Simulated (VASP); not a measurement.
A run of VASP 6.6.1:

File INCAR:

```
SYSTEM = K
PREC = Accurate
ENCUT = 600
EDIFF = 1E-6
ISMEAR = -1
SIGMA = 0.05
LREAL = .False.
LASPH = .True.
NELM = 80
ALGO = Normal
ISIF = 4
LWAVE = .False.
LCHARG = .False.
GGA = PS
IBRION = 2
NSW = 50
EDIFFG = -0.005
```

Contents of KPOINTS:

```
Automatic mesh
0
Gamma
  10 10 5
  0 0 0
```

POSCAR

```
K
1.0
    3.9366040416      0.0000000000      0.0000000000
   -1.9683020208      3.4091991047      0.0000000000
    0.0000000000      0.0000000000      6.3772985475
K
2
Direct
    0.3333333333      0.6666666667      0.2500000000
    0.6666666667      0.3333333333      0.7500000000
```

Potentials or basis: VASP PAW PBE potentials, release 64 (K_sv).

Launch:

```console
$ cat potpaw_PBE.64/K_sv/POTCAR > POTCAR
$ mpirun -np 1 vasp_std > vasp.out
```

Hardware: 1 thread of Intel(R) Xeon(R) 6975P-C (Granite Rapids), with other jobs on the host.

Q: How long does it take, and how much memory?

A: It took 44 s on 1 thread of Intel(R) Xeon(R) 6975P-C (Granite Rapids) (shared host), peak memory 0.24 GiB. Counts: scf iterations 28, k points 42, ion steps 5.
